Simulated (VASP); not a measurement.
Set up this calculation in VASP 6.6.1, as the native input.

```yaml
Task: single point
Functional: PBE
Potentials_or_basis: VASP PAW PBE potentials, release 64 (Rb_sv, Na_pv, Pt)
Cutoff: 520 eV
k_mesh: 4 × 4 × 2
Occupations: gaussian, width 0.1 eV
Spin: no spin polarisation
Dipole_correction: no
Further_INCAR_settings: ALGO = Normal; EDIFF = 1e-07; NBANDS = 48
```

The structure of RbNaPt6 lies in POSCAR:

```
RbNaPt6
1.0
    4.2537802100      0.0000000000      0.0000000000
    0.0000000000      4.2537802100      0.0000000000
    0.0000000000      0.0000000000      8.4816675000
Rb Na Pt
1 1 6
Direct
    0.0000000000      0.0000000000      0.0000000000
    0.0000000000      0.0000000000      0.5000000000
    0.5000000000      0.5000000000      0.0000000000
    0.5000000000      0.5000000000      0.5000000000
    0.5000000000      0.0000000000      0.2415597400
    0.5000000000      0.0000000000      0.7584402600
    0.0000000000      0.5000000000      0.2415597400
    0.0000000000      0.5000000000      0.7584402600
```

The cell was built from a structure type or drawn by symmetry, and may not be a known phase.

The input as run:

INCAR

```
ALGO = Normal ; EDIFF = 1E-7
ENCUT = 520 ; GGA = PE
ISIF = 2 ; ISMEAR = 0
LASPH = T ; LCHARG = F
LREAL = F ; LWAVE = F
NBANDS = 48 ; NELM = 60
PREC = Accurate ; SIGMA = 0.1
```

KPOINTS

```
k-points
0
Gamma
  4 4 2
```

Potentials or basis: VASP PAW PBE potentials, release 64 (Rb_sv, Na_pv, Pt).

Command:

```bash
$ cat potpaw_PBE.64/Rb_sv/POTCAR potpaw_PBE.64/Na_pv/POTCAR potpaw_PBE.64/Pt/POTCAR > POTCAR
$ mpirun -np 1 vasp_std > vasp.out
```

It gave:

| Quantity | Value |
| --- | --- |
| Pressure | -8.1 GPa |
| Largest force | 1.198 eV/Å |
| Band gap on the k mesh | zero (bands 38 and 39 overlap by 0.85 eV) |

Caveat: the k points lie up to 0.37 Å⁻¹ apart, too coarse for converged energies and pressures of a metal; spin-orbit coupling is left out, which moves the levels of the heavy elements; forces of over 1 eV/Å act on the atoms, so gaps and moduli don't describe the material at rest.

It took 60 s on 1 thread of Intel(R) Xeon(R) Platinum 8488C (Sapphire Rapids), on a shared host, peak memory 0.28 GiB.
